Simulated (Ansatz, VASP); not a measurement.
Two plane-wave programs on Pt

The input INCAR:

```
SYSTEM = Pt
PREC = Accurate
ENCUT = 520
EDIFF = 1E-6
ISMEAR = 0
SIGMA = 0.1
LREAL = .FALSE.
LASPH = .TRUE.
NELM = 100
ALGO = Fast
ISIF = 2
LWAVE = .FALSE.
LCHARG = .FALSE.
GGA = PE
NBANDS = 11
```

KPOINTS

```
regular mesh
0
G
  18 18 18
  0 0 0
```

The input POSCAR:

```
Pt
1.0
    0.0000000000      2.0491348487      2.0491348487
    2.0491348487      0.0000000000      2.0491348487
    2.0491348487      2.0491348487      0.0000000000
Pt
1
Direct
    0.0000000000      0.0000000000      0.0000000000
```

Input for Ansatz:

```yaml
crystal:
  lattice:
    - [0.0, 2.0491348478, 2.0491348478]
    - [2.0491348478, 0.0, 2.0491348478]
    - [2.0491348478, 2.0491348478, 0.0]
  atoms:
    - { symbol: Pt, position: [0.0, 0.0, 0.0] }
basis:
  ecutwfc: 420
kpoints:
  mp_grid: { grid: [18, 18, 18] }
hamiltonian:
  xc: pbe
scf:
  occupations: { method: gaussian, width: 0.1 }
output:
  forces: true
  stress: true
  eigenvalues: true
```

Alike in both runs: task single point; functional PBE; k mesh 18 × 18 × 18; occupations gaussian, width 0.1 eV; no spin polarisation.

```csv
,VASP,Ansatz
version,VASP 6.6.1,Ansatz 0.2.0
potentials or method,"VASP PAW PBE potentials, release 64 (Pt), cutoff 520 eV","scalar-relativistic, plane waves, PAW"
valence electrons in the cell,10,18
```

```csv
,VASP,Ansatz,Ansatz less VASP
gap on the k mesh at the Fermi level (eV),none,none,-
pressure (GPa),-18.4,-18.1,+0.28
```

A gap of «none» marks a metal or a gap that the smearing closes. VASP's potentials hold 10 valence electrons a cell and Ansatz's 18, so a difference there can come from the potentials and not from the codes.

Neither program's run includes spin-orbit coupling.
